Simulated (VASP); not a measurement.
# Mg2Sn (Fm-3m) in VASP: further runs

Mg2Sn is run at these levels: PBE+D3(BJ); tasks: single point, relaxation of cell and atoms.

Everything below comes from runs of VASP 6.6.1. Logs are shortened: lines on timing, memory, paths and dates and some standing lists are left out, and cuts for length are marked.

### 1 The cell of the first run

The structure is cubic, space group Fm-3m (No. 225). Conventional cell: a = 6.713 Å, b = 6.713 Å, c = 6.713 Å, α = 90.00°, β = 90.00°, γ = 90.00°. Within 3.8 Å of Mg (site symmetry -43m) lie 4 Sn at 2.91 Å and 6 Mg at 3.36 Å. Sn (site symmetry m-3m) has 8 Mg at 2.91 Å within 3.8 Å.

### 2 Single point, PBE+D3(BJ)

File INCAR:

```
SYSTEM = Mg2Sn
  PREC = Accurate
  ENCUT = 600
  EDIFF = 1E-6
  ISMEAR = 0
  SIGMA = 0.1
  LREAL = .FALSE.
  LASPH = .TRUE.
  NELM = 120
  ALGO = Normal
  ISIF = 2
  LWAVE = .FALSE.
  LCHARG = .FALSE.
  GGA = PE
  IVDW = 12
  NBANDS = 16
  GGA_COMPAT = .FALSE.
```

File KPOINTS:

```
regular mesh
0
G
  12 12 12
  0 0 0
```

File POSCAR:

```
Mg2Sn
1.0
    0.0000000000      3.3564422876      3.3564422876
    3.3564422876      0.0000000000      3.3564422876
    3.3564422876      3.3564422876      0.0000000000
Mg Sn
2 1
Direct
    0.2500000000      0.2500000000      0.2500000000
    0.7500000000      0.7500000000      0.7500000000
    0.0000000000      0.0000000000      0.0000000000
```

Potentials or basis: VASP PAW PBE potentials, release 64 (Mg, Sn_d).

Command:

```console
cat potpaw_PBE.64/Mg/POTCAR potpaw_PBE.64/Sn_d/POTCAR > POTCAR
mpirun -np 1 vasp_std > vasp.out
```

OUTCAR:

```text
SYSTEM = Mg2Sn
   PREC = Accurate
   ENCUT = 600
   EDIFF = 1E-6
   ISMEAR = 0
   LREAL = .FALSE.
   LASPH = .TRUE.
   NELM = 120
   ISIF = 2
   GGA = PE
   IVDW = 12
 IVDW          = 12

 ion  position               nearest neighbor table
   1  0.250  0.250  0.250-   3 2.91   3 2.91   3 2.91   3 2.91   2 3.36   2 3.36   2 3.36   2 3.36
                             2 3.36   2 3.36
   2  0.750  0.750  0.750-   3 2.91   3 2.91   3 2.91   3 2.91   1 3.36   1 3.36   1 3.36   1 3.36
                             1 3.36   1 3.36
   3  0.000  0.000  0.000-   2 2.91   2 2.91   2 2.91   1 2.91   2 2.91   1 2.91   1 2.91   1 2.91

  LATTYP: Found a face centered cubic cell.
 ALAT       =     6.7128845752

  Lattice vectors:

 A1 = (   0.0000000000,   3.3564422876,   3.3564422876)
 A2 = (   3.3564422876,   0.0000000000,   3.3564422876)
 A3 = (   3.3564422876,   3.3564422876,   0.0000000000)

Analysis of symmetry for initial positions (statically):
=====================================================================
 Subroutine PRICEL returns:
 Original cell was already a primitive cell.

 Routine SETGRP: Setting up the symmetry group for a
 face centered cubic supercell.

 Subroutine GETGRP returns: Found 48 space group operations
 (whereof 48 operations were pure point group operations)
 out of a pool of 48 trial point group operations.

The static configuration has the point symmetry O_h .

Analysis of symmetry for dynamics (positions and initial velocities):
=====================================================================
 Subroutine PRICEL returns:
 Original cell was already a primitive cell.

 Routine SETGRP: Setting up the symmetry group for a
 face centered cubic supercell.

 Subroutine GETGRP returns: Found 48 space group operations
 (whereof 48 operations were pure point group operations)
 out of a pool of 48 trial point group operations.

The dynamic configuration has the point symmetry O_h .

 Subroutine INISYM returns: Found 48 space group operations
 (whereof 48 operations are pure point group operations),
 and found     1 'primitive' translations

----------------------------------------------------------------------------------------

                                     Primitive cell

  volume of cell :      75.6254

  direct lattice vectors                    reciprocal lattice vectors
     0.000000000  3.356442288  3.356442288    -0.148967257  0.148967257  0.148967257
     3.356442288  0.000000000  3.356442288     0.148967257 -0.148967257  0.148967257
     3.356442288  3.356442288  0.000000000     0.148967257  0.148967257 -0.148967257

  length of vectors
     4.746726204  4.746726204  4.746726204     0.258018857  0.258018857  0.258018857

  position of ions in fractional coordinates (direct lattice)
     0.250000000  0.250000000  0.250000000
     0.750000000  0.750000000  0.750000000
     0.000000000  0.000000000  0.000000000

  ion indices of the primitive-cell ions
   primitive index   ion index
                 1           1
                 2           2
                 3           3

----------------------------------------------------------------------------------------

 KPOINTS: regular mesh

Automatic generation of k-mesh.
 Grid dimensions read from file:
 generate k-points for:   12   12   12

 Generating k-lattice:

  Cartesian coordinates                     Fractional coordinates (reciprocal lattice)
    -0.012413938  0.012413938  0.012413938     0.083333333  0.000000000  0.000000000
     0.012413938 -0.012413938  0.012413938     0.000000000  0.083333333  0.000000000
     0.012413938  0.012413938 -0.012413938     0.000000000  0.000000000  0.083333333

  Length of vectors
     0.021501571  0.021501571  0.021501571

  Shift w.r.t. Gamma in fractional coordinates (k-lattice)
     0.000000000  0.000000000  0.000000000

 Subroutine IBZKPT returns following result:
 ===========================================

 Found     72 irreducible k-points:

 Following reciprocal coordinates:
            Coordinates               Weight
  0.000000  0.000000  0.000000      1.000000
  0.083333  0.000000  0.000000      8.000000
  0.166667  0.000000  0.000000      8.000000
  0.250000  0.000000  0.000000      8.000000
  0.333333  0.000000  0.000000      8.000000
  0.416667  0.000000  0.000000      8.000000
[... 16 lines left out ...]
  0.500000  0.166667  0.000000     24.000000
 -0.416667  0.166667  0.000000     24.000000
 [... further k-points ...]
   k-points           NKPTS =     72   k-points in BZ     NKDIM =     72   number of bands    NBANDS=     16
   number of dos      NEDOS =    301   number of ions     NIONS =      3
   total plane-waves  NPLWV =  64000
   dimension x,y,z NGX =    40 NGY =   40 NGZ =   40
   dimension x,y,z NGXF=    80 NGYF=   80 NGZF=   80
   ions per type =               2   1
   NGX,Y,Z   is equivalent  to a cutoff of  14.01, 14.01, 14.01 a.u.
   NGXF,Y,Z  is equivalent  to a cutoff of  28.02, 28.02, 28.02 a.u.
 SYSTEM =  Mg2Sn
   PREC   = accura    normal or accurate (medium, high low for compatibility)
   ISTART =      0    job   : 0-new  1-cont  2-samecut
   ICHARG =      2    charge: 1-file 2-atom 10-const
   ISPIN  =      1    spin polarized calculation?
   LNONCOLLINEAR =      F non collinear calculations
   LSORBIT =      F    spin-orbit coupling
   LASPH  =      T    aspherical Exc in radial PAW
   ENCUT  =  600.0 eV  44.10 Ry    6.64 a.u.   9.48  9.48  9.48*2*pi/ulx,y,z
   NELM   =    120;   NELMIN=  2; NELMDL= -5     # of ELM steps
   EDIFF  = 0.1E-05   stopping-criterion for ELM
   LREAL  =      F    real-space projection
   EDIFFG = 0.1E-04   stopping-criterion for IOM
   NSW    =      0    number of steps for IOM
   IBRION =     -1    ionic relax: 0-MD 1-quasi-New 2-CG
   NFREE  =      0    steps in history (QN), initial steepest desc. (CG)
   ISIF   =      2    stress and relaxation
   ISYM   =      2    0-nonsym 1-usesym 2-fastsym
   POTIM  = 0.5000    time-step for ionic-motion
   TEBEG  =    0.0;   TEEND  =   0.0 temperature during run
   PSTRESS=    0.0 pullay stress
   NELECT =      18.0000    total number of electrons
   NUPDOWN=      -1.0000    fix difference up-down
   EMIN   =  10.00;   EMAX   =-10.00  energy-range for DOS
   EFERMI =   0.00;   METHOD = LEGACY
   ISMEAR =     0;   SIGMA  =   0.10  broadening in eV -4-tet -1-fermi 0-gaus
   EFERMI_NEDOS =   21; number of points for ismear=-14 and -15
   IALGO  =     38    algorithm
   IMIX   =      4    mixing-type and parameters
     AMIX     =   0.40;   BMIX     =  1.00
     AMIX_MAG =   1.60;   BMIX_MAG =  1.00
  volume/ion in A,a.u.               =      25.21       170.12
  Fermi-wavevector in a.u.,A,eV,Ry     =   1.014557  1.917235 14.004831  1.029326
  Thomas-Fermi vector in A             =   2.147792
   LORBIT       =      0    0 simple, 1 ext, 2 COOP (PROOUT), +10 PAW based schemes
   GGA     = PE    functional components
   LHFCALC =     F    Hartree Fock is set to
   AEXX    =    0.0000 exact exchange contribution
   IVDW    =    12    specifies the selected vdW correction
   LEPSILON=     F    determine dielectric tensor
   LRPA    =     F    only Hartree local field effects (RPA)
 non-spin polarized calculation
 Gauss-broadening in eV      SIGMA  =   0.10
  energy-cutoff  :      600.00
  volume of cell :       75.63
 maximum number of plane-waves:      2565
 NGX is ok and might be reduce to    40
   NGX = 19   NGY = 19   NGZ = 19

 number of electron      18.0000000 magnetization

 Free energy of the ion-electron system (eV)
  ---------------------------------------------------
  ext. energy  EPLUGINS =         0.00000000
  ---------------------------------------------------
  free energy    TOTEN  =        -7.41569974 eV

  energy without entropy =       -7.41426403  energy(sigma->0) =       -7.41498188

 E-fermi :   4.4084     XC(G=0):  -8.8385

 val. band max:        4.3964412566   @ k =   0.4167   0.4167   0.0000
 cond. band min:       4.4345445496   @ k =   0.0000   0.0000   0.0000
 fundamental gap:      0.0381032931
 Fermi energy:         4.4083575920

 k-point     1 :       0.0000    0.0000    0.0000
  band No.  band energies     occupation
      1     -16.5464      2.00000
      2     -16.5464      2.00000
      3     -16.5464      2.00000
      4     -16.5054      2.00000
      5     -16.5054      2.00000
      6      -4.7749      2.00000
[... 8 lines left out ...]
     15       9.9199      0.00000
     16       9.9199      0.00000

 k-point     2 :       0.0833    0.0000    0.0000
  band No.  band energies     occupation
      1     -16.5464      2.00000
      2     -16.5462      2.00000
      3     -16.5462      2.00000
      4     -16.5054      2.00000
      5     -16.5054      2.00000
      6      -4.7170      2.00000
[... 8 lines left out ...]
     15       9.3172      0.00000
     16       9.3172      0.00000

 k-point     3 :       0.1667    0.0000    0.0000
  band No.  band energies     occupation
      1     -16.5462      2.00000
      2     -16.5455      2.00000
      3     -16.5455      2.00000
      4     -16.5053      2.00000
      5     -16.5053      2.00000
      6      -4.5469      2.00000
[... 8 lines left out ...]
     15       8.8632      0.00000
     16       9.4471      0.00000

 k-point     4 :       0.2500    0.0000    0.0000
  band No.  band energies     occupation
      1     -16.5460      2.00000
      2     -16.5446      2.00000
      3     -16.5446      2.00000
      4     -16.5051      2.00000
      5     -16.5051      2.00000
      6      -4.2776      2.00000
[... 8 lines left out ...]
     15       9.0171      0.00000
     16       9.1368      0.00000

 k-point     5 :       0.3333    0.0000    0.0000
  band No.  band energies     occupation
      1     -16.5459      2.00000
      2     -16.5437      2.00000
      3     -16.5437      2.00000
      4     -16.5050      2.00000
      5     -16.5050      2.00000
      6      -3.9421      2.00000
[... 8 lines left out ...]
     15       9.6990      0.00000
     16      10.1802      0.00000

 k-point     6 :       0.4167    0.0000    0.0000
  band No.  band energies     occupation
      1     -16.5457      2.00000
      2     -16.5431      2.00000
      3     -16.5431      2.00000
      4     -16.5048      2.00000
      5     -16.5048      2.00000
      6      -3.6207      2.00000
[... 8 lines left out ...]
     15      10.6539      0.00000
     16      11.3208      0.00000
[... 267 lines left out ...]
 k-point    21 :       0.3333    0.1667    0.0000
  band No.  band energies     occupation
      1     -16.5472      2.00000
      2     -16.5431      2.00000
      3     -16.5428      2.00000
      4     -16.5061      2.00000
      5     -16.5040      2.00000
      6      -3.9811      2.00000
[... 8 lines left out ...]
     15      10.5749      0.00000
     16      10.6729      0.00000

 k-point    22 :       0.4167    0.1667    0.0000
  band No.  band energies     occupation
      1     -16.5466      2.00000
      2     -16.5428      2.00000
      3     -16.5421      2.00000
      4     -16.5059      2.00000
      5     -16.5039      2.00000
      6      -3.6519      2.00000
[... 8 lines left out ...]
     15      11.3543      0.00000
     16      11.7735      0.00000

 k-point    23 :       0.5000    0.1667    0.0000
  band No.  band energies     occupation
      1     -16.5458      2.00000
      2     -16.5429      2.00000
      3     -16.5419      2.00000
      4     -16.5056      2.00000
      5     -16.5041      2.00000
      6      -3.3855      2.00000
[... 8 lines left out ...]
     15      11.4172      0.00000
     16      11.9034      0.00000

 k-point    24 :      -0.4167    0.1667    0.0000
  band No.  band energies     occupation
      1     -16.5451      2.00000
      2     -16.5432      2.00000
      3     -16.5421      2.00000
      4     -16.5051      2.00000
      5     -16.5045      2.00000
      6      -3.3418      2.00000
[... 8 lines left out ...]
     15      10.3220      0.00000
     16      10.8363      0.00000

 [... further k-points ...]

------------------------ aborting loop because EDIFF is reached ----------------------------------------

 Edisp (eV)   -0.90608

 E8    (eV) :    -0.4117

  FORCE on cell =-STRESS in cart. coord.  units (eV):
  Direction    XX          YY          ZZ          XY          YZ          ZX
  --------------------------------------------------------------------------------------
  -------------------------------------------------------------------------------------
  Total      -0.03639    -0.03639    -0.03639    -0.00000    -0.00000     0.00000
  in kB      -0.77091    -0.77091    -0.77091    -0.00000    -0.00000     0.00000
  external pressure =       -0.77 kB  Pullay stress =        0.00 kB

 VOLUME and BASIS-vectors are now :
 -----------------------------------------------------------------------------
  energy-cutoff  :      600.00
  volume of cell :       75.63
      direct lattice vectors                 reciprocal lattice vectors
     0.000000000  3.356442288  3.356442288    -0.148967257  0.148967257  0.148967257
     3.356442288  0.000000000  3.356442288     0.148967257 -0.148967257  0.148967257
     3.356442288  3.356442288  0.000000000     0.148967257  0.148967257 -0.148967257

 POSITION                                       TOTAL-FORCE (eV/Angst)
 -----------------------------------------------------------------------------------
      1.67822      1.67822      1.67822        -0.000000     -0.000000     -0.000000
      5.03466      5.03466      5.03466         0.000000      0.000000      0.000000
      0.00000      0.00000      0.00000         0.000000      0.000000      0.000000
 -----------------------------------------------------------------------------------
    total drift:                               -0.000000      0.000000     -0.000000

  FREE ENERGIE OF THE ION-ELECTRON SYSTEM (eV)
  ---------------------------------------------------
  free  energy   TOTEN  =        -8.3217846887 eV

  energy  without entropy=       -8.3203489770  energy(sigma->0) =       -8.32106683
```

Wall time 40 s (1 thread of Intel Xeon 6975P-C (Granite Rapids), shared host); peak memory 0.32 GiB.

What came out:

- Free energy: -8.3218 eV
- Pressure: -0.1 GPa
- Band gap on the k mesh: zero (band 9 reaches 4.43 eV, above the bottom of band 10 at 4.31 eV)
- Dispersion energy per atom: -0.302 eV

Levels at points of the mesh, in eV from the Fermi level:
| k point | band 7 | band 8 | band 9 | band 10 | band 11 | band 12 |
| --- | --- | --- | --- | --- | --- | --- |
| (0.00, 0.00, 0.00) | 0.03 | 0.03 | 0.03 | 1.57 | 2.20 | 2.20 |
| (0.50, 0.00, 0.00) | -4.87 | -0.82 | -0.82 | 0.77 | 2.25 | 2.25 |
| (0.50, 0.50, 0.00) | -4.64 | -2.12 | -2.12 | -0.10 | 0.16 | 7.34 |

Caveat: spin-orbit coupling is left out, which moves the levels of the heavy elements; pairwise dispersion overbinds metals, which lowers pressure and volume.

### 3 Relaxation of cell and atoms, PBE+D3(BJ)

This run uses another cell than the first one, of 26.40 Å³/atom, 1.047 times its volume.

File INCAR:

```
PREC = Accurate
ENCUT = 600
EDIFF = 1E-7
ISMEAR = 0
SIGMA = 0.1
LREAL = False
LASPH = True
NELM = 120
ALGO = Normal
ISIF = 3
LWAVE = False
LCHARG = False
GGA = PE
IVDW = 12
IBRION = 2
NSW = 70
EDIFFG = -0.005
GGA_COMPAT = False
NELMIN = 4
```

File KPOINTS:

```
regular mesh
0
Gamma
  12 12 12
```

File POSCAR:

```
Mg2Sn
1.0
    0.0000000000      3.4084018729      3.4084018729
    3.4084018729      0.0000000000      3.4084018729
    3.4084018729      3.4084018729      0.0000000000
Mg Sn
2 1
Direct
    0.2500000000      0.2500000000      0.2500000000
    0.7500000000      0.7500000000      0.7500000000
    0.0000000000      0.0000000000      0.0000000000
```

Potentials or basis: VASP PAW PBE potentials, release 64 (Mg, Sn_d).

Command:

```console
cat potpaw_PBE.64/Mg/POTCAR potpaw_PBE.64/Sn_d/POTCAR > POTCAR
mpirun -np 1 vasp_std > vasp.out
```

It took 82 s on 1 thread of Intel Xeon 6975P-C (Granite Rapids), shared host; peak memory 0.33 GiB.

It converged, with:

* Free energy: -8.3220 eV
* Relaxed volume: 25.14 Å³/atom
* Relaxed cell: a = 4.742 Å, b = 4.742 Å, c = 4.742 Å, α = 60.00°, β = 60.00°, γ = 60.00°
* Space group after relaxing (to 0.05 Å): Fm-3m (No. 225)
* Energy gained by relaxing: 8.2 meV/atom
* Ionic steps: 3
* Pressure after relaxing: 0.0 GPa
* Band gap on the k mesh: zero (band 9 reaches 4.46 eV, above the bottom of band 10 at 4.33 eV)
* Dispersion energy per atom: -0.303 eV

Step by step:
| step | energy change (eV) | largest force (eV/Å) | pressure (GPa) | volume (Å³) |
| --- | --- | --- | --- | --- |
| 1 | 0.0000 | 0.0000 | -2.00 | 79.19 |
| 2 | -0.0247 | 0.0000 | -0.03 | 75.47 |
| 3 | -0.0247 | 0.0000 | -0.01 | 75.42 |

Final structure:
```
CELL_PARAMETERS angstrom
0.00000 3.35335 3.35335
3.35335 0.00000 3.35335
3.35335 3.35335 0.00000
ATOMIC_POSITIONS crystal
Mg 0.25000 0.25000 0.25000
Mg 0.75000 0.75000 0.75000
Sn 0.00000 0.00000 0.00000
```

Levels at points of the mesh, in eV from the Fermi level:
| k point | band 5 | band 6 | band 7 | band 8 | band 9 | band 10 | band 11 | band 12 | band 13 |
| --- | --- | --- | --- | --- | --- | --- | --- | --- | --- |
| (0.00, 0.00, 0.00) | -20.91 | -9.20 | 0.02 | 0.02 | 0.02 | 1.58 | 2.20 | 2.20 | 2.20 |
| (0.50, 0.00, 0.00) | -20.91 | -7.89 | -4.88 | -0.82 | -0.82 | 0.78 | 2.25 | 2.25 | 4.01 |
| (0.50, 0.50, 0.00) | -20.91 | -7.36 | -4.65 | -2.13 | -2.13 | -0.10 | 0.16 | 7.36 | 7.36 |

Caveat: spin-orbit coupling is left out, which moves the levels of the heavy elements; pairwise dispersion overbinds metals, which lowers pressure and volume.
